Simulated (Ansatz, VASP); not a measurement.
## TaI in VASP and in Ansatz

```
Ta I
1.0
     1.67680    0.96810    9.68527
    -1.67680    0.96810    9.68527
     0.00000   -1.93621    9.68527
Ta I
2 2
Cartesian
  0.0000 0.0000 0.0000
  0.0000 0.0000 14.5279
  0.0000 0.0000 17.2885
  0.0000 0.0000 11.7673
```

Alike in both runs: functional PBE; k mesh 6 × 6 × 6; occupations gaussian, width 0.1 eV; no spin polarisation.

Ansatz relaxed the structure, and its values are those at the end. VASP's run is a single point on that final structure, the one shown.

|  | VASP | Ansatz |
| --- | --- | --- |
| version | VASP 6.6.1 | Ansatz 0.2.0 |
| potentials or method | VASP PAW PBE potentials, release 64 (Ta_pv, I), cutoff 520 eV | scalar-relativistic, plane waves, PAW |
| valence electrons in the cell | 36 | 60 |

|  | VASP | Ansatz | Ansatz less VASP |
| --- | --- | --- | --- |
| gap on the k mesh at the Fermi level (eV) | none | none | - |
| pressure (GPa) | -0.1 | -0.1 | +0.03 |
| rms of the force components (eV/Å) | 0.000 | 0.004 | +0.0033 |

A gap of «none» marks a metal or a gap that the smearing closes. VASP's potentials hold 36 valence electrons a cell and Ansatz's 60, so a difference there can come from the potentials and not from the codes.

The k mesh is coarse, so the values compare programs but aren't converged. Spin-orbit coupling is off throughout.
